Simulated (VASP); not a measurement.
# Rh (Pm-3m) in VASP: a series of runs

Runs on Rh. Level: RPBE. Tasks: single point, relaxation of cell and atoms.

Program: VASP 6.6.1. These are calculated values, not measurements. Logs are shortened: lines on timing, memory, paths and dates and some standing lists are left out, and cuts for length are marked.

### 1 The cell of the first run

It takes space group Pm-3m (No. 221, cubic). The conventional cell has a = 2.622 Å, b = 2.622 Å, c = 2.622 Å, α = 90.00°, β = 90.00°, γ = 90.00°. Rh (site symmetry m-3m) has 6 Rh at 2.62 Å within 3.5 Å.

### 2 Single point, RPBE (volume scaled by 1.08)

Input file INCAR:

```
PREC = Accurate
ENCUT = 520
EDIFF = 1E-6
ISMEAR = -1
SIGMA = 0.1
LREAL = F
LASPH = T
NELM = 100
ALGO = Normal
ISIF = 2
LWAVE = F
LCHARG = F
GGA = RP
NBANDS = 14
```

Input file KPOINTS:

```
regular mesh
0
Gamma
  14 14 14
```

Input file POSCAR:

```
Rh
1.0
    2.6224833198      0.0000000000      0.0000000000
    0.0000000000      2.6224833198      0.0000000000
    0.0000000000      0.0000000000      2.6224833198
Rh
1
Direct
    0.0000000000      0.0000000000      0.0000000000
```

Potentials or basis: VASP PAW PBE potentials, release 64 (Rh_pv).

On the command line:

```
$ cat potpaw_PBE.64/Rh_pv/POTCAR > POTCAR
$ mpirun -np 1 vasp_std > vasp.out
```

OUTCAR:

```text
PREC = Accurate
   ENCUT = 520
   EDIFF = 1E-6
   ISMEAR = -1
   LREAL = F
   LASPH = T
   NELM = 100
   ISIF = 2
   GGA = RP

 ion  position               nearest neighbor table
   1  0.000  0.000  0.000-

  LATTYP: Found a simple cubic cell.
 ALAT       =     2.6224833198

  Lattice vectors:

 A1 = (   2.6224833198,   0.0000000000,   0.0000000000)
 A2 = (   0.0000000000,   2.6224833198,   0.0000000000)
 A3 = (   0.0000000000,   0.0000000000,   2.6224833198)

Analysis of symmetry for initial positions (statically):
=====================================================================
 Subroutine PRICEL returns:
 Original cell was already a primitive cell.

 Routine SETGRP: Setting up the symmetry group for a
 simple cubic supercell.

 Subroutine GETGRP returns: Found 48 space group operations
 (whereof 48 operations were pure point group operations)
 out of a pool of 48 trial point group operations.

The static configuration has the point symmetry O_h .

Analysis of symmetry for dynamics (positions and initial velocities):
=====================================================================
 Subroutine PRICEL returns:
 Original cell was already a primitive cell.

 Routine SETGRP: Setting up the symmetry group for a
 simple cubic supercell.

 Subroutine GETGRP returns: Found 48 space group operations
 (whereof 48 operations were pure point group operations)
 out of a pool of 48 trial point group operations.

The dynamic configuration has the point symmetry O_h .

 Subroutine INISYM returns: Found 48 space group operations
 (whereof 48 operations are pure point group operations),
 and found     1 'primitive' translations

----------------------------------------------------------------------------------------

                                     Primitive cell

  volume of cell :      18.0359

  direct lattice vectors                    reciprocal lattice vectors
     2.622483320  0.000000000  0.000000000     0.381317964  0.000000000  0.000000000
     0.000000000  2.622483320  0.000000000     0.000000000  0.381317964  0.000000000
     0.000000000  0.000000000  2.622483320     0.000000000  0.000000000  0.381317964

  length of vectors
     2.622483320  2.622483320  2.622483320     0.381317964  0.381317964  0.381317964

  position of ions in fractional coordinates (direct lattice)
     0.000000000  0.000000000  0.000000000

  ion indices of the primitive-cell ions
[... 75 lines left out ...]
   LREAL  =      F    real-space projection
   EDIFFG = 0.1E-04   stopping-criterion for IOM
   NSW    =      0    number of steps for IOM
   IBRION =     -1    ionic relax: 0-MD 1-quasi-New 2-CG
   NFREE  =      0    steps in history (QN), initial steepest desc. (CG)
   ISIF   =      2    stress and relaxation
   ISYM   =      2    0-nonsym 1-usesym 2-fastsym
   POTIM  = 0.5000    time-step for ionic-motion
   TEBEG  =    0.0;   TEEND  =   0.0 temperature during run
   PSTRESS=    0.0 pullay stress
   NELECT =      15.0000    total number of electrons
   NUPDOWN=      -1.0000    fix difference up-down
   EMIN   =  10.00;   EMAX   =-10.00  energy-range for DOS
   EFERMI =   0.00;   METHOD = LEGACY
   ISMEAR =    -1;   SIGMA  =   0.10  broadening in eV -4-tet -1-fermi 0-gaus
   EFERMI_NEDOS =   21; number of points for ismear=-14 and -15
   IALGO  =     38    algorithm
   IMIX   =      4    mixing-type and parameters
     AMIX     =   0.40;   BMIX     =  1.00
     AMIX_MAG =   1.60;   BMIX_MAG =  1.00
  volume/ion in A,a.u.               =      18.04       121.71
  Fermi-wavevector in a.u.,A,eV,Ry     =   1.539545  2.909319 32.248532  2.370200
  Thomas-Fermi vector in A             =   2.645758
   LORBIT       =      0    0 simple, 1 ext, 2 COOP (PROOUT), +10 PAW based schemes
   GGA     = RP    functional components
   LHFCALC =     F    Hartree Fock is set to
   AEXX    =    0.0000 exact exchange contribution
   IVDW    =     0    specifies the selected vdW correction
   LEPSILON=     F    determine dielectric tensor
   LRPA    =     F    only Hartree local field effects (RPA)
 non-spin polarized calculation
  energy-cutoff  :      520.00
  volume of cell :       18.04
 maximum number of plane-waves:       500
 NGX is ok and might be reduce to    20
   NGX =  9   NGY =  9   NGZ =  9

 number of electron      14.9999991 magnetization

 Free energy of the ion-electron system (eV)
  ---------------------------------------------------
  ext. energy  EPLUGINS =         0.00000000
  ---------------------------------------------------
  free energy    TOTEN  =        -5.84773689 eV

  energy without entropy =       -5.78253952  energy(sigma->0) =       -5.81513820

 E-fermi :   7.8186     XC(G=0): -12.0802

 val. band max:        7.8184040250   @ k =   0.5000   0.2143   0.0714
 cond. band min:       7.8193214029   @ k =   0.3571   0.3571   0.1429
 fundamental gap:      0.0009173778
 Fermi energy:         7.8186408112

 k-point     1 :       0.0000    0.0000    0.0000
  band No.  band energies     occupation
      1     -38.0419      2.00000
      2     -38.0419      2.00000
      3     -38.0419      2.00000
      4       1.7694      2.00000
      5       3.4441      2.00000
      6       3.4441      2.00000
      7       8.4257      0.00461
      8       8.4257      0.00461
      9       8.4257      0.00461
     10      23.9161      0.00000
     11      23.9161      0.00000
     12      23.9161      0.00000
     13      29.3626      0.00000
     14      30.4978      0.00000
[... 377 lines left out ...]
      1     -38.4280      2.00000
      2     -38.1997      2.00000
      3     -37.9916      2.00000
      4       4.0205      2.00000
      5       4.6701      2.00000
      6       5.7084      2.00000
      7       7.0773      1.99880
      8       7.8787      0.70858
      9       8.3083      0.01484
     10      16.0130      0.00000
     11      22.2383      0.00000
     12      26.6764      0.00000
     13      29.3678      0.00000
     14      29.6428      0.00000

 [... further k-points ...]
[... 5 lines left out ...]
  --------------------------------------------------------------------------------------
  -------------------------------------------------------------------------------------
  Total       -1.1789441     -1.1789441     -1.1789441      0.0000000     -0.0000000      0.0000000
  in kB     -104.7286724   -104.7286724   -104.7286724      0.0000000     -0.0000000      0.0000000
  external PRESSURE =    -104.7286724 kB  Pullay stress =       0.0000000 kB

 VOLUME and BASIS-vectors are now :
 -----------------------------------------------------------------------------
  energy-cutoff  :      520.00
  volume of cell :       18.04
      direct lattice vectors                 reciprocal lattice vectors
     2.622483320  0.000000000  0.000000000     0.381317964  0.000000000  0.000000000
     0.000000000  2.622483320  0.000000000     0.000000000  0.381317964  0.000000000
     0.000000000  0.000000000  2.622483320     0.000000000  0.000000000  0.381317964

 POSITION                                       TOTAL-FORCE (eV/Angst)
 -----------------------------------------------------------------------------------
      0.00000      0.00000      0.00000         0.000000      0.000000      0.000000
 -----------------------------------------------------------------------------------
    total drift:                               -0.000000      0.000000     -0.000000

  FREE ENERGIE OF THE ION-ELECTRON SYSTEM (eV)
  ---------------------------------------------------
  free  energy   TOTEN  =        -5.8477368852 eV

  energy  without entropy=       -5.7825395172  energy(sigma->0) =       -5.81513820
```

OSZICAR:

```text
N       E                     dE             d eps       ncg     rms          rms(c)
DAV:   1     0.122763953784E+03    0.12276E+03   -0.88580E+03  3382   0.109E+03
DAV:   2    -0.441746071303E+01   -0.12718E+03   -0.12106E+03  3576   0.328E+02
DAV:   3    -0.607233606555E+01   -0.16549E+01   -0.16510E+01  4140   0.419E+01
DAV:   4    -0.608142077545E+01   -0.90847E-02   -0.90836E-02  3842   0.319E+00
DAV:   5    -0.608155159525E+01   -0.13082E-03   -0.13081E-03  4350   0.353E-01    0.555E+00
DAV:   6    -0.584783186847E+01    0.23372E+00   -0.48308E-01  3876   0.917E+00    0.216E+00
DAV:   7    -0.584766584888E+01    0.16602E-03   -0.84640E-03  4128   0.779E-01    0.124E+00
DAV:   8    -0.584774384956E+01   -0.78001E-04   -0.17613E-03  3924   0.480E-01    0.293E-02
DAV:   9    -0.584773467934E+01    0.91702E-05   -0.34849E-05  4320   0.750E-02    0.129E-02
DAV:  10    -0.584773708162E+01   -0.24023E-05   -0.47173E-06  4002   0.229E-02    0.345E-03
DAV:  11    -0.584773688524E+01    0.19637E-06   -0.26907E-08  2754   0.191E-03
   1 F= -.58477369E+01 E0= -.58151382E+01  d E =-.651974E-01
```

stdout:

```text
POSCAR found type information on POSCAR Rh
 POSCAR found :  1 types and       1 ions
 scaLAPACK will be used
 -----------------------------------------------------------------------------
|                                                                             |
|                                                                             |
|     You enforced a specific xc type in the INCAR file but a different       |
|     I HOPE YOU KNOW WHAT YOU ARE DOING!                                     |
|                                                                             |
 -----------------------------------------------------------------------------

 LDA part: xc-table for (Slater+PW92), standard interpolation
 POSCAR, INCAR and KPOINTS ok, starting setup
 FFT: planning ... GRIDC
 FFT: planning ... GRID_SOFT
 FFT: planning ... GRID
 WAVECAR not read
 entering main loop
```

Run time: 9.4 s. Hardware: 1 thread of AMD EPYC 9R45 (Zen 5), shared host; peak memory 0.11 GiB.

Results:

* Free energy: -5.8477 eV
* Pressure: -10.5 GPa

Caveat: the cell differs from its parent crystal (volume scaled by 1.08); the PAW data sets were made with another functional, which shifts forces and pressure a little.

### 3 Single point, RPBE (volume scaled by 1.12)

Input file INCAR:

```
SYSTEM = Rh
  PREC = Accurate
  ENCUT = 520
  EDIFF = 1E-6
  ISMEAR = -1
  SIGMA = 0.1
  LREAL = .False.
  LASPH = .True.
  NELM = 100
  ALGO = Normal
  ISIF = 2
  LWAVE = .False.
  LCHARG = .False.
  GGA = RP
  NBANDS = 14
```

Input file KPOINTS:

```
regular mesh
0
Gamma
  14 14 14
  0 0 0
```

Input file POSCAR:

```
Rh
1.0
    2.6544679759      0.0000000000      0.0000000000
    0.0000000000      2.6544679759      0.0000000000
    0.0000000000      0.0000000000      2.6544679759
Rh
1
Direct
    0.0000000000      0.0000000000      0.0000000000
```

Potentials or basis: VASP PAW PBE potentials, release 64 (Rh_pv).

On the command line:

```
$ cat potpaw_PBE.64/Rh_pv/POTCAR > POTCAR
$ mpirun -np 1 vasp_std > vasp.out
```

Run time: 9.7 s. Hardware: 1 thread of AMD EPYC 9R45 (Zen 5), shared host; peak memory 0.11 GiB.

The run converged. Its results:

```yaml
Free_energy: -5.7967 eV
Pressure: -14.0 GPa
```

Levels at points of the mesh, in eV from the Fermi level:
| k point | band 4 | band 5 | band 6 | band 7 | band 8 | band 9 | band 10 | band 11 |
| --- | --- | --- | --- | --- | --- | --- | --- | --- |
| (0.00, 0.00, 0.00) | -5.83 | -4.15 | -4.15 | 0.57 | 0.57 | 0.57 | 15.83 | 15.83 |
| (0.50, 0.00, 0.00) | -3.65 | -3.62 | -1.08 | -1.08 | 0.37 | 0.72 | 5.21 | 17.22 |
| (0.50, 0.50, 0.00) | -4.45 | -3.01 | -0.77 | -0.77 | 1.81 | 5.35 | 5.35 | 11.59 |
| (0.50, 0.50, 0.50) | -3.54 | -3.54 | -3.54 | 1.91 | 1.91 | 10.40 | 10.90 | 10.90 |

Caveat: the cell differs from its parent crystal (volume scaled by 1.12); the PAW data sets were made with another functional, which shifts forces and pressure a little.

### 4 Relaxation of cell and atoms, RPBE

This run uses another cell than the first one, of 14.85 Å³/atom, 0.823 times its volume.

Input file INCAR:

```
SYSTEM = Rh
PREC = Accurate ; ENCUT = 600
EDIFF = 1E-7 ; ISMEAR = -1
SIGMA = 0.1 ; LREAL = .False.
LASPH = .True. ; NELM = 80
ALGO = Normal ; ISIF = 3
LWAVE = .False. ; LCHARG = .False.
GGA = RP ; IBRION = 2
NSW = 80 ; EDIFFG = -0.01
```

Input file KPOINTS:

```
Automatic mesh
0
Gamma
  13 13 13
  0 0 0
```

Input file POSCAR:

```
Rh
1.0
    2.4580591709      0.0000000000      0.0000000000
    0.0000000000      2.4580591709      0.0000000000
    0.0000000000      0.0000000000      2.4580591709
Rh
1
Direct
    0.0000000000      0.0000000000      0.0000000000
```

On the command line:

```
$ cat potpaw_PBE.64/Rh_pv/POTCAR > POTCAR
$ mpirun -np 1 vasp_std > vasp.out
```

Wall time 38 s (1 thread of AMD EPYC 9R45 (Zen 5), shared host); peak memory 0.11 GiB.

The run converged. Its results:

```
Free energy                            : -5.8861 eV
Relaxed volume                         : 16.69 Å³/atom
Relaxed cell                           : a = 2.556 Å, b = 2.556 Å, c = 2.556 Å, α = 90.00°, β = 90.00°, γ = 90.00°
Space group after relaxing (to 0.05 Å) : Pm-3m (No. 221)
Energy gained by relaxing              : 134.8 meV/atom
Ionic steps                            : 17
Pressure after relaxing                : 0.1 GPa
```

Step by step:
```
step  energy change (eV)  largest force (eV/Å)  pressure (GPa)  volume (Å³)
   1              0.0000                0.0000           26.41        14.85
   2              0.1878                0.0000          -20.21        20.76
   3             -0.1342                0.0000           -1.32        16.84
   4             -0.1348                0.0000           -0.25        16.73
   5             -0.1348                0.0000            0.13        16.69
   6             -0.1348                0.0000            0.13        16.69
   7             -0.1348                0.0000            0.12        16.69
   8             -0.1348                0.0000            0.12        16.69
   9             -0.1348                0.0000            0.12        16.69
  10             -0.1348                0.0000            0.12        16.69
  11             -0.1348                0.0000            0.12        16.69
  12             -0.1348                0.0000            0.12        16.69
  13             -0.1348                0.0000            0.12        16.69
  14             -0.1348                0.0000            0.12        16.69
  15             -0.1348                0.0000            0.12        16.69
  16             -0.1348                0.0000            0.11        16.69
  17             -0.1348                0.0000            0.09        16.69
```

Final structure:
```
Rh
1.0
     2.55557    0.00000    0.00000
     0.00000    2.55557    0.00000
     0.00000    0.00000    2.55557
Rh
1
Direct
  0.00000 0.00000 0.00000
```

Levels at points of the mesh, in eV from the Fermi level:
| k point | band 5 | band 6 | band 7 | band 8 | band 9 | band 10 | band 11 |
| --- | --- | --- | --- | --- | --- | --- | --- |
| (0.00, 0.00, 0.00) | -4.86 | -4.86 | 0.73 | 0.73 | 0.73 | 16.70 | 16.70 |

Caveat: the PAW data sets were made with another functional, which shifts forces and pressure a little.

[end of part 1 of 2]
